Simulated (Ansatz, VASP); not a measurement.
VO2 in VASP and in Ansatz

```
V O
1.0
     4.58360    0.00000    0.00000
     0.00000    4.58360    0.00000
     0.00000    0.00000    2.83831
V O
2 4
Cartesian
  0.0000 0.0000 0.0000
  2.2918 2.2918 1.4192
  1.3751 1.3751 0.0000
  0.9167 3.6669 1.4192
  3.2085 3.2085 0.0000
  3.6669 0.9167 1.4192
```

Alike in both runs: task single point; functional PBE; k mesh 8 × 8 × 12; occupations gaussian, width 0.1 eV; collinear spin.

|  | VASP | Ansatz |
| --- | --- | --- |
| version | VASP 6.6.1 | Ansatz 0.2.0 |
| potentials or method | VASP PAW PBE potentials, release 64 (V_sv, O), cutoff 600 eV | scalar-relativistic, plane waves, PAW |
| valence electrons in the cell | 50 | 50 |

Ansatz gave:

```
gap on the k mesh at the Fermi level (eV)                     : none
pressure (GPa)                                                : 0.0
traceless stress, the component that is largest in VASP (GPa) : 0.00
rms of the force components (eV/Å)                            : 0.000
net moment per atom (μB)                                      : 0.33
size of the moment on the site where the two differ most (μB) : 0.83
```

Problem. Which values does VASP return?

Solution. gap on the k mesh at the Fermi level (eV): none; pressure (GPa): 0.6; traceless stress, the component that is largest in VASP (GPa): 0.25; rms of the force components (eV/Å): 0.014; net moment per atom (μB): 0.33; size of the moment on the site where the two differ most (μB): 1.05.

Site moments also hang on the region over which each program counts them. Atom by atom the forces differ by 0.014 eV/Å (rms over components). A gap of «none» marks a metal or a gap that the smearing closes. The functional is the same, so the differences come from potentials, cutoffs and numerics.
